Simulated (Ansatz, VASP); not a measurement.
**Two plane-wave programs on IrF**

Contents of INCAR:

```
SYSTEM = IrF
PREC     = Accurate       ! precision mode
ENCUT    = 600            ! plane-wave cutoff, eV
EDIFF    = 1E-6           ! SCF threshold, eV
ISMEAR   = 0              ! smearing method
SIGMA    = 0.1            ! smearing width, eV
LREAL    = .False.        ! projectors in reciprocal space
LASPH    = .True.         ! aspherical terms in the spheres
NELM     = 150            ! most SCF steps
ALGO     = Normal         ! electronic algorithm
ISIF     = 3              ! what is computed and relaxed
LWAVE    = .False.        ! write WAVECAR
LCHARG   = .False.        ! write CHGCAR
ISPIN    = 2              ! spin polarisation
MAGMOM   = 1 0            ! initial moments
LORBIT   = 11             ! projections on sites
LMAXMIX  = 4              ! l up to which the mixer works
GGA      = PE             ! functional
IBRION   = 2              ! ionic algorithm
NSW      = 90             ! ionic steps
EDIFFG   = -0.04          ! ionic threshold
```

KPOINTS

```
regular mesh
0
Gamma
  6 6 6
  0 0 0
```

POSCAR

```
IrF
1.0
    2.7538656500      0.0000000000      0.0000000000
    0.0000000000      2.7538656500      0.0000000000
    0.0000000000      0.0000000000      2.7538656500
Ir F
1 1
Direct
    0.0000000000      0.0000000000      0.0000000000
    0.5000000000      0.5000000000      0.5000000000
```

Input for Ansatz:

```yaml
crystal:
  lattice:
    - [2.75386565, 0.0, 0.0]
    - [0.0, 2.75386565, 0.0]
    - [0.0, 0.0, 2.75386565]
  atoms:
    - { symbol: Ir, position: [0.0, 0.0, 0.0], spin: 1.0 }
    - { symbol: F, position: [0.5, 0.5, 0.5] }
basis:
  ecutwfc: 420
kpoints:
  mp_grid: { grid: [6, 6, 6] }
hamiltonian:
  xc: pbe
scf:
  occupations: { method: gaussian, width: 0.1 }
  lower_state_search: "off"
output:
  forces: true
  stress: true
  eigenvalues: true
  populations: true
magnetization:
  spin_polarized: true
relax:
  adjacent_minimum: "off"
  f_tol: 0.04
  max_steps: 70
  cell: { stress_tol: 0.4 }
```

Change from the starting cell: species swapped into the NaCl type (Pm-3m, No. 221).

Alike in both runs: task relaxation of cell and atoms; functional PBE; k mesh 6 × 6 × 6; occupations gaussian, width 0.1 eV; collinear spin.

|  | VASP | Ansatz |
| --- | --- | --- |
| version | VASP 6.6.1 | Ansatz 0.2.0 |
| potentials or method | VASP PAW PBE potentials, release 64 (Ir, F), cutoff 600 eV | scalar-relativistic, plane waves, PAW |
| valence electrons in the cell | 16 | 24 |

VASP gave:

| Quantity | Value |
| --- | --- |
| gap on the k mesh at the Fermi level, each at its own relaxed structure (eV) | none |
| net moment per atom (μB) | 1.06 |
| size of the moment on the site where the two differ most (μB) | 1.84 |
| relaxed volume (Å³/atom) | 13.11 |
| relaxed cell length with the largest relative difference (Å) | 2.971 |

Task: What did Ansatz give for the same quantities?

Result: gap on the k mesh at the Fermi level, each at its own relaxed structure (eV): none; net moment per atom (μB): 1.06; size of the moment on the site where the two differ most (μB): 1.67; relaxed volume (Å³/atom): 13.11; relaxed cell length with the largest relative difference (Å): 2.971.

Site moments also hang on the region over which each program counts them. A gap of «none» marks a metal or a gap that the smearing closes. VASP's potentials hold 16 valence electrons a cell and Ansatz's 24, so a difference there can come from the potentials and not from the codes.

The k mesh is coarse, so the values compare programs but aren't converged. Neither program's run includes spin-orbit coupling. Noted on VASP's run: the volume moved by over 15 % at a fixed basis, so the end points are rough.
